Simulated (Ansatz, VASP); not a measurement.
## InAs in VASP and in Ansatz

The input POSCAR:

```
InAs
1.0
    0.0000000000      2.9563908761      2.9563908761
    2.9563908761      0.0000000000      2.9563908761
    2.9563908761      2.9563908761      0.0000000000
In As
1 1
Direct
    0.0000000000      0.0000000000      0.0000000000
    0.7500000000      0.7500000000      0.7500000000
```

File INCAR.step1:

```
ALGO     = Normal         # electronic algorithm
EDIFF    = 1E-5           # SCF threshold, eV
ENCUT    = 520            # plane-wave cutoff, eV
GGA      = PE             # functional
ISIF     = 2              # what is computed and relaxed
ISMEAR   = -1             # smearing method
LASPH    = True           # aspherical terms in the spheres
LCHARG   = False          # write CHGCAR
LREAL    = False          # projectors in reciprocal space
LWAVE    = True           # write WAVECAR
NBANDS   = 16             # bands
NELM     = 60             # most SCF steps
PREC     = Accurate       # precision mode
SIGMA    = 0.05           # smearing width, eV
```

The input INCAR.step2:

```
AEXX     = 0.5            # exact-exchange fraction
ALGO     = Normal         # electronic algorithm
EDIFF    = 1E-6           # SCF threshold, eV
ENCUT    = 520            # plane-wave cutoff, eV
ISIF     = 2              # what is computed and relaxed
ISMEAR   = -1             # smearing method
ISTART   = 1            
LASPH    = True           # aspherical terms in the spheres
LCHARG   = False          # write CHGCAR
LHFCALC  = True           # exact exchange
LMIXTAU  = True         
LREAL    = False          # projectors in reciprocal space
LWAVE    = False          # write WAVECAR
METAGGA  = R2SCAN         # meta-GGA
NBANDS   = 16             # bands
NELM     = 60             # most SCF steps
PREC     = Accurate       # precision mode
PRECFOCK = Normal       
SIGMA    = 0.05           # smearing width, eV
```

The input KPOINTS:

```
k-points
0
Gamma
  4 4 4
```

The input input.yaml:

```yaml
crystal:
  lattice:
    - [0.0, 2.9563908761, 2.9563908761]
    - [2.9563908761, 0.0, 2.9563908761]
    - [2.9563908761, 2.9563908761, 0.0]
  atoms:
    - { symbol: In, position: [0.0, 0.0, 0.0] }
    - { symbol: As, position: [0.75, 0.75, 0.75] }
hamiltonian:
  xc: r2scan50
  pseudopotentials: { kind: paw }
kpoints:
  mp_grid: { grid: [4, 4, 4] }
scf:
  occupations: { method: fermi_dirac, width: 0.05 }
output:
  forces: true
  stress: true
  eigenvalues: true
  write_density: true
  write_potential: true
  elf: true
  volumetric_format: npy
```

Alike in both runs: task single point; functional r2SCAN50; k mesh 4 × 4 × 4; occupations fermi-dirac, width 0.05 eV; no spin polarisation.

|  | VASP | Ansatz |
| --- | --- | --- |
| version | VASP 6.6.1 | Ansatz 0.2.0 |
| potentials or method | VASP PAW PBE potentials, release 64 (In_d, As) | Ansatz PAW |
| plane-wave cutoff (eV) | 520 | 500 |
| valence electrons in the cell | 18 | 28 |

```tsv
	VASP	Ansatz	Ansatz less VASP
gap on the k mesh at the Fermi level (eV)	3.35	3.23	-0.112
least direct gap on the mesh (eV)	3.35	3.23	-0.112
pressure (GPa)	4.3	4.9	+0.69
```

VASP's potentials were made for PBE, not for r2SCAN50. The functional is the same, so the differences come from potentials, cutoffs and numerics. VASP's potentials hold 18 valence electrons a cell and Ansatz's 28, so a difference there can come from the potentials and not from the codes.

The k mesh is coarse, so the values compare programs but aren't converged.
